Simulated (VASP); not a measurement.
The system is Si2Mo.

```
CELL_PARAMETERS angstrom
4.53529 0.00000 0.00000
2.27744 3.92200 0.00000
-3.40636 -1.96100 2.26274
ATOMIC_POSITIONS crystal
Si 0.33300 0.33300 0.00000
Si 0.66700 0.66700 0.00000
Mo 0.00000 0.00000 0.00000
```

Base run:

- Program: VASP 6.6.1
- Functional: PBE
- Potentials or basis: VASP PAW PBE potentials, release 64 (Si, Mo_sv)
- Cutoff: 520 eV
- k mesh: 13 × 13 × 13
- Occupations: fermi-dirac, width 0.15 eV
- Spin: no spin polarisation

Its results: band gap on the k mesh zero (bands 11 and 12 overlap by 0.96 eV); pressure 2.5 GPa; largest force 0.259 eV/Å.

Task: The run is repeated on the same cell with these changes: functional from PBE to RPBE; further incar settings from ALGO = Normal; EDIFF = 1e-06; NBANDS = 18 to ALGO = Normal; EDIFF = 1e-07; NBANDS = 18. What comes out?

Result: Band gap on the k mesh zero (bands 11 and 12 overlap by 0.95 eV); pressure 4.8 GPa; largest force 0.230 eV/Å.

Caveats: the cell stands under pressure (at least some runs); the PAW data sets were made with another functional, which shifts forces and pressure a little (at least some runs).
